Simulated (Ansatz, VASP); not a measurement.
## One calculation of KMgPd3, two programs

INCAR

```
SYSTEM = KMgPd3
PREC     = Accurate       ! precision mode
ENCUT    = 600            ! plane-wave cutoff, eV
EDIFF    = 1E-6           ! SCF threshold, eV
ISMEAR   = 0              ! smearing method
SIGMA    = 0.1            ! smearing width, eV
LREAL    = .False.        ! projectors in reciprocal space
LASPH    = .True.         ! aspherical terms in the spheres
NELM     = 120            ! most SCF steps
ALGO     = Normal         ! electronic algorithm
ISIF     = 2              ! what is computed and relaxed
LWAVE    = .False.        ! write WAVECAR
LCHARG   = .False.        ! write CHGCAR
GGA      = PE             ! functional
NBANDS   = 28             ! bands
GGA_COMPAT= .False.
```

Contents of KPOINTS:

```
Automatic mesh
0
Gamma
  6 6 2
  0 0 0
```

The input POSCAR:

```
KMgPd3
1.0
    3.5428456900      0.0000000000      0.0000000000
    0.0000000000      3.5428456900      0.0000000000
    0.0000000000      0.0000000000      7.9697325200
K Mg Pd
1 1 3
Direct
    0.5000000000      0.5000000000      0.5000000000
    0.0000000000      0.0000000000      0.0000000000
    0.0000000000      0.0000000000      0.7192874700
    0.0000000000      0.0000000000      0.2807125300
    0.5000000000      0.5000000000      0.0000000000
```

Input for Ansatz:

```yaml
crystal:
  lattice:
    - [3.54284569, 0.0, 0.0]
    - [0.0, 3.54284569, 0.0]
    - [0.0, 0.0, 7.96973252]
  atoms:
    - { symbol: K, position: [0.5, 0.5, 0.5] }
    - { symbol: Mg, position: [0.0, 0.0, 0.0] }
    - { symbol: Pd, position: [0.0, 0.0, 0.71928747] }
    - { symbol: Pd, position: [0.0, 0.0, 0.28071253] }
    - { symbol: Pd, position: [0.5, 0.5, 0.0] }
basis:
  ecutwfc: 420
kpoints:
  mp_grid: { grid: [6, 6, 2] }
hamiltonian:
  xc: pbe
scf:
  occupations: { method: gaussian, width: 0.1 }
  lower_state_search: "off"
output:
  forces: true
  stress: true
  eigenvalues: true
```

Alike in both runs: task single point; functional PBE; k mesh 6 × 6 × 2; occupations gaussian, width 0.1 eV; no spin polarisation.

|  | VASP | Ansatz |
| --- | --- | --- |
| version | VASP 6.6.1 | Ansatz 0.2.0 |
| potentials or method | VASP PAW PBE potentials, release 64 (K_sv, Mg, Pd), cutoff 600 eV | scalar-relativistic, plane waves, PAW |
| valence electrons in the cell | 41 | 73 |

Ansatz gave:

```
gap on the k mesh at the Fermi level (eV)                     : none
pressure (GPa)                                                : 6.5
traceless stress, the component that is largest in VASP (GPa) : 6.24
rms of the force components (eV/Å)                            : 0.471
```

Problem. Which values does VASP return?

Solution. gap on the k mesh at the Fermi level (eV): none; pressure (GPa): 6.6; traceless stress, the component that is largest in VASP (GPa): 6.18; rms of the force components (eV/Å): 0.461.

Atom by atom the forces differ by 0.010 eV/Å (rms over components). A gap of «none» marks a metal or a gap that the smearing closes. VASP's potentials hold 41 valence electrons a cell and Ansatz's 73, so a difference there can come from the potentials and not from the codes.

The k mesh is coarse, so the values compare programs but aren't converged.
